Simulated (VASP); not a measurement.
# Si (R-3m) in VASP: single point with HSE06

Aim: the single point of Si with HSE06.

Everything below comes from runs of VASP 6.6.1. Logs are shortened: lines on timing, memory, paths and dates and some standing lists are left out, and cuts for length are marked.

## Step 1: The cell of the first run

Symmetry: R-3m, No. 166, trigonal system. Conventional cell: a = 4.042 Å, b = 4.042 Å, c = 9.261 Å, α = 90.00°, β = 90.00°, γ = 120.00°. Within 3.1 Å of Si (site symmetry 3m) lie 4 Si at 2.36 to 2.44 Å.

## Step 2: Single point, HSE06 (epitaxial 111 strain +5.0%)

File POSCAR:

```
Si
1.0
   -0.1232188892      2.7350059512      2.7350059512
    2.7350059512     -0.1232188892      2.7350059512
    2.7350059512      2.7350059512     -0.1232188892
Si
2
Direct
   -0.0024668583     -0.0024668583     -0.0024668583
    0.2524668583      0.2524668583      0.2524668583
```

File INCAR.step1:

```
PREC     = Accurate       # precision mode
ENCUT    = 520            # plane-wave cutoff, eV
EDIFF    = 1E-5           # SCF threshold, eV
ISMEAR   = 0              # smearing method
SIGMA    = 0.01           # smearing width, eV
LREAL    = F              # projectors in reciprocal space
LASPH    = T              # aspherical terms in the spheres
NELM     = 60             # most SCF steps
ALGO     = Normal         # electronic algorithm
ISIF     = 2              # what is computed and relaxed
LWAVE    = T              # write WAVECAR
GGA      = PE             # functional
NBANDS   = 11             # bands
```

File INCAR.step2:

```
PREC     = Accurate       # precision mode
ENCUT    = 520            # plane-wave cutoff, eV
EDIFF    = 1E-7           # SCF threshold, eV
ISMEAR   = 0              # smearing method
SIGMA    = 0.01           # smearing width, eV
LREAL    = F              # projectors in reciprocal space
LASPH    = T              # aspherical terms in the spheres
NELM     = 60             # most SCF steps
ALGO     = Normal         # electronic algorithm
ISIF     = 2              # what is computed and relaxed
LWAVE    = F              # write WAVECAR
LCHARG   = T              # write CHGCAR
GGA      = PE             # functional
LHFCALC  = T              # exact exchange
HFSCREEN = 0.2079         # screening, 1/A
PRECFOCK = Normal       
LELF     = T              # ELF
LVHAR    = T            
ISTART   = 1            
NBANDS   = 11             # bands
```

File KPOINTS:

```
Automatic mesh
0
Gamma
  6 6 6
```

Potentials or basis: VASP PAW PBE potentials, release 64 (Si).

Launch:

```sh
cat potpaw_PBE.64/Si/POTCAR > POTCAR
cp INCAR.step1 INCAR
mpirun -np 1 vasp_std > vasp.out
cp INCAR.step2 INCAR
mpirun -np 1 vasp_std > vasp.out
```

OUTCAR:

```text
PREC = Accurate
   ENCUT = 520
   EDIFF = 1E-7
   ISMEAR = 0
   LREAL = F
   LASPH = T
   NELM = 60
   ISIF = 2
   GGA = PE
   LHFCALC = T
   HFSCREEN = 0.2079
   PRECFOCK = Normal
   ISTART = 1

 ion  position               nearest neighbor table
   1  0.998  0.998  0.998-   2 2.36   2 2.44   2 2.44   2 2.44
   2  0.252  0.252  0.252-   1 2.36   1 2.44   1 2.44   1 2.44

  LATTYP: Found a trigonal (rhomboedric) cell.
 ALAT       =     3.8698446998
 COS(alpha) =     0.4544862458

  Lattice vectors:

 A1 = (  -0.1232188892,   2.7350059512,   2.7350059512)
 A2 = (   2.7350059512,  -0.1232188892,   2.7350059512)
 A3 = (   2.7350059512,   2.7350059512,  -0.1232188892)

Analysis of symmetry for initial positions (statically):
=====================================================================
 Subroutine PRICEL returns:
 Original cell was already a primitive cell.

 Routine SETGRP: Setting up the symmetry group for a
 trigonal (rhombohedral) supercell.

 Subroutine GETGRP returns: Found 12 space group operations
 (whereof  6 operations were pure point group operations)
 out of a pool of 12 trial point group operations.

The static configuration has the point symmetry C_3v.
 The point group associated with its full space group is D_3d.

Analysis of symmetry for dynamics (positions and initial velocities):
=====================================================================
 Subroutine PRICEL returns:
 Original cell was already a primitive cell.

 Routine SETGRP: Setting up the symmetry group for a
 trigonal (rhombohedral) supercell.

 Subroutine GETGRP returns: Found 12 space group operations
 (whereof  6 operations were pure point group operations)
 out of a pool of 12 trial point group operations.

The dynamic configuration has the point symmetry C_3v.
 The point group associated with its full space group is D_3d.

 Subroutine INISYM returns: Found 12 space group operations
 (whereof  6 operations are pure point group operations),
 and found     1 'primitive' translations

----------------------------------------------------------------------------------------

                                     Primitive cell

  volume of cell :      43.6804

  direct lattice vectors                    reciprocal lattice vectors
    -0.123218889  2.735005951  2.735005951    -0.170902338  0.178965169  0.178965169
     2.735005951 -0.123218889  2.735005951     0.178965169 -0.170902338  0.178965169
     2.735005951  2.735005951 -0.123218889     0.178965169  0.178965169 -0.170902338

  length of vectors
     3.869844700  3.869844700  3.869844700     0.305392653  0.305392653  0.305392653

  position of ions in fractional coordinates (direct lattice)
     0.997533142  0.997533142  0.997533142
     0.252466858  0.252466858  0.252466858

  ion indices of the primitive-cell ions
   primitive index   ion index
                 1           1
                 2           2

----------------------------------------------------------------------------------------

 KPOINTS: Automatic mesh

Automatic generation of k-mesh.
 Grid dimensions read from file:
 generate k-points for:    6    6    6

 Generating k-lattice:

  Cartesian coordinates                     Fractional coordinates (reciprocal lattice)
    -0.028483723  0.029827528  0.029827528     0.166666667  0.000000000  0.000000000
     0.029827528 -0.028483723  0.029827528     0.000000000  0.166666667  0.000000000
     0.029827528  0.029827528 -0.028483723     0.000000000  0.000000000  0.166666667

  Length of vectors
     0.050898776  0.050898776  0.050898776

  Shift w.r.t. Gamma in fractional coordinates (k-lattice)
     0.000000000  0.000000000  0.000000000

 Subroutine IBZKPT returns following result:
 ===========================================

 Found     32 irreducible k-points:

 Following reciprocal coordinates:
            Coordinates               Weight
  0.000000  0.000000  0.000000      1.000000
  0.166667  0.000000  0.000000      6.000000
  0.333333  0.000000  0.000000      6.000000
  0.500000 -0.000000 -0.000000      3.000000
  0.166667  0.166667  0.000000      6.000000
  0.333333  0.166667  0.000000     12.000000
[... 16 lines left out ...]
  0.500000  0.500000  0.166667      6.000000
 -0.333333  0.500000  0.166667     12.000000
 [... further k-points ...]
   k-points           NKPTS =     32   k-points in BZ     NKDIM =    216   number of bands    NBANDS=     11
   number of dos      NEDOS =    301   number of ions     NIONS =      2
   total plane-waves  NPLWV =  27000
   dimension x,y,z NGX =    30 NGY =   30 NGZ =   30
   dimension x,y,z NGXF=    60 NGYF=   60 NGZF=   60
   ions per type =               2
   NGX,Y,Z   is equivalent  to a cutoff of  12.89, 12.89, 12.89 a.u.
   NGXF,Y,Z  is equivalent  to a cutoff of  25.78, 25.78, 25.78 a.u.
 SYSTEM =  unknown system
   PREC   = accura    normal or accurate (medium, high low for compatibility)
   ISTART =      1    job   : 0-new  1-cont  2-samecut
   ICHARG =      0    charge: 1-file 2-atom 10-const
   ISPIN  =      1    spin polarized calculation?
   LNONCOLLINEAR =      F non collinear calculations
   LSORBIT =      F    spin-orbit coupling
   LASPH  =      T    aspherical Exc in radial PAW
   ENCUT  =  520.0 eV  38.22 Ry    6.18 a.u.   7.20  7.20  7.20*2*pi/ulx,y,z
   NELM   =     60;   NELMIN=  2; NELMDL=  0     # of ELM steps
   EDIFF  = 0.1E-06   stopping-criterion for ELM
   LREAL  =      F    real-space projection
   EDIFFG = 0.1E-05   stopping-criterion for IOM
   NSW    =      0    number of steps for IOM
   IBRION =     -1    ionic relax: 0-MD 1-quasi-New 2-CG
   NFREE  =      0    steps in history (QN), initial steepest desc. (CG)
   ISIF   =      2    stress and relaxation
   ISYM   =      3    0-nonsym 1-usesym 2-fastsym
   POTIM  = 0.5000    time-step for ionic-motion
   TEBEG  =    0.0;   TEEND  =   0.0 temperature during run
   PSTRESS=    0.0 pullay stress
   NELECT =       8.0000    total number of electrons
   NUPDOWN=      -1.0000    fix difference up-down
   EMIN   =  10.00;   EMAX   =-10.00  energy-range for DOS
   EFERMI =   0.00;   METHOD = LEGACY
   ISMEAR =     0;   SIGMA  =   0.01  broadening in eV -4-tet -1-fermi 0-gaus
   EFERMI_NEDOS =   21; number of points for ismear=-14 and -15
   IALGO  =     38    algorithm
   IMIX   =      1    mixing-type and parameters
     AMIX     =   0.40;   BMIX     =  1.00
     AMIX_MAG =   1.60;   BMIX_MAG =  1.00
  volume/ion in A,a.u.               =      21.84       147.38
  Fermi-wavevector in a.u.,A,eV,Ry     =   0.929700  1.756878 11.760085  0.864342
  Thomas-Fermi vector in A             =   2.056010
   LORBIT       =      0    0 simple, 1 ext, 2 COOP (PROOUT), +10 PAW based schemes
   GGA     = PE    functional components
   LHFCALC =     T    Hartree Fock is set to
   PRECFOCK=normal    Normal, Fast or Accurate (Low or Medium for compatibility)
   ENCUT4O =  -1.0   cutoff for four orbital integrals eV
   NKREDX  =     1    reduce k-point grid by
   NKREDY  =     1    reduce k-point grid by
   NKREDZ  =     1    reduce k-point grid by
   AEXX    =    0.2500 exact exchange contribution
   HFSCREEN=    0.2079 screening length (either q_TF or 0.3 A-1)
   HFSCREENC=   0.2079 screening length for correlation (either q_TF or 0.3 A-1)
   ENCUTFOCK=  -1.0 apply spherical cutoff to Coloumb kernel
   IVDW    =     0    specifies the selected vdW correction
   LEPSILON=     F    determine dielectric tensor
   LRPA    =     F    only Hartree local field effects (RPA)
 non-spin polarized calculation
 Gauss-broadening in eV      SIGMA  =   0.01
  energy-cutoff  :      520.00
  volume of cell :       43.68
 maximum number of plane-waves:      1193
 NGX is ok and might be reduce to    30
  NGX = 24; NGY = 24; NGZ = 24

 number of electron       8.0000000 magnetization

 Free energy of the ion-electron system (eV)
  ---------------------------------------------------
  ext. energy  EPLUGINS =         0.00000000
  ---------------------------------------------------
  free energy    TOTEN  =       -12.38974827 eV

  energy without entropy =      -12.38974827  energy(sigma->0) =      -12.38974827

 E-fermi :   5.0028     XC(G=0):  -7.5876

 val. band max:        4.9108461765   @ k =   0.0000   0.0000   0.0000
 cond. band min:       5.7705532615   @ k =   0.5000   0.5000  -0.0000
 fundamental gap:      0.8597070850
 Fermi energy:         5.0028328860

 k-point     1 :       0.0000    0.0000    0.0000
  band No.  band energies     occupation
      1      -8.0312      2.00000
      2       4.5082      2.00000
      3       4.5082      2.00000
      4       4.9108      2.00000
      5       7.3325      0.00000
      6       7.6670      0.00000
      7       7.6670      0.00000
      8       9.0256      0.00000
      9      13.1301      0.00000
     10      13.3775      0.00000
     11      13.3775      0.00000

 k-point     2 :       0.1667    0.0000    0.0000
  band No.  band energies     occupation
      1      -7.6723      2.00000
      2       2.0065      2.00000
      3       4.1402      2.00000
      4       4.4231      2.00000
      5       7.4776      0.00000
      6       8.2805      0.00000
      7       8.8628      0.00000
      8      10.3731      0.00000
      9      12.6093      0.00000
     10      12.9224      0.00000
     11      14.2720      0.00000

 k-point     3 :       0.3333    0.0000    0.0000
  band No.  band energies     occupation
      1      -6.6742      2.00000
      2      -1.0516      2.00000
      3       3.6518      2.00000
      4       3.8403      2.00000
      5       6.9726      0.00000
      6       8.7561      0.00000
      7       9.2569      0.00000
      8      12.8381      0.00000
      9      13.1465      0.00000
     10      13.9202      0.00000
     11      14.6489      0.00000
[... 267 lines left out ...]
 k-point    23 :       0.5000    0.5000    0.1667
  band No.  band energies     occupation
      1      -4.7033      2.00000
      2      -2.5198      2.00000
      3       1.2081      2.00000
      4       1.7948      2.00000
      5       6.1232      0.00000
      6       8.3675      0.00000
      7      12.0183      0.00000
      8      12.5118      0.00000
      9      16.2869      0.00000
     10      16.7871      0.00000
     11      18.2286      0.00000

 k-point    24 :      -0.3333    0.5000    0.1667
  band No.  band energies     occupation
      1      -3.8126      2.00000
      2      -3.4353      2.00000
      3       0.9141      2.00000
      4       1.1619      2.00000
      5       7.6635      0.00000
      6       8.5317      0.00000
      7      11.5368      0.00000
      8      12.6821      0.00000
      9      15.6965      0.00000
     10      15.8881      0.00000
     11      18.2568      0.00000

 [... further k-points ...]

------------------------ aborting loop because EDIFF is reached ----------------------------------------

  FORCE on cell =-STRESS in cart. coord.  units (eV):
  Direction    XX          YY          ZZ          XY          YZ          ZX
  --------------------------------------------------------------------------------------
  -------------------------------------------------------------------------------------
  Total       -1.8915586     -1.8915586     -1.8915586      0.8796966      0.8796966      0.8796966
  in kB      -69.3815889    -69.3815889    -69.3815889     32.2669092     32.2669092     32.2669092
  external PRESSURE =     -69.3815889 kB  Pullay stress =       0.0000000 kB

 VOLUME and BASIS-vectors are now :
 -----------------------------------------------------------------------------
  energy-cutoff  :      520.00
  volume of cell :       43.68
      direct lattice vectors                 reciprocal lattice vectors
    -0.123218889  2.735005951  2.735005951    -0.170902338  0.178965169  0.178965169
     2.735005951 -0.123218889  2.735005951     0.178965169 -0.170902338  0.178965169
     2.735005951  2.735005951 -0.123218889     0.178965169  0.178965169 -0.170902338

 POSITION                                       TOTAL-FORCE (eV/Angst)
 -----------------------------------------------------------------------------------
      5.33360      5.33360      5.33360         0.002427      0.002427      0.002427
      1.34989      1.34989      1.34989        -0.002427     -0.002427     -0.002427
 -----------------------------------------------------------------------------------
    total drift:                               -0.000000     -0.000000     -0.000000

  FREE ENERGIE OF THE ION-ELECTRON SYSTEM (eV)
  ---------------------------------------------------
  free  energy   TOTEN  =       -12.3897482683 eV

  energy  without entropy=      -12.3897482683  energy(sigma->0) =      -12.38974827
```

Run time: 13 min. Hardware: 1 thread of AMD EPYC 9R45 (Zen 5), shared host; peak memory 0.25 GiB.

What came out:

| Item | Value |
| --- | --- |
| Free energy | -12.3897 eV |
| Pressure | -6.9 GPa |
| Largest force | 0.004 eV/Å |
| Band gap on the k mesh | 0.86 eV (least direct gap 2.42 eV) |

Forces in eV/Å, atoms in the order of the input:
```
Si   0.002  0.002  0.002
Si  -0.002 -0.002 -0.002
```

Caveat: the cell differs from its parent crystal (epitaxial 111 strain +5.0%); the cell stands under tension; the PAW data sets were made with another functional, which shifts forces and pressure a little.
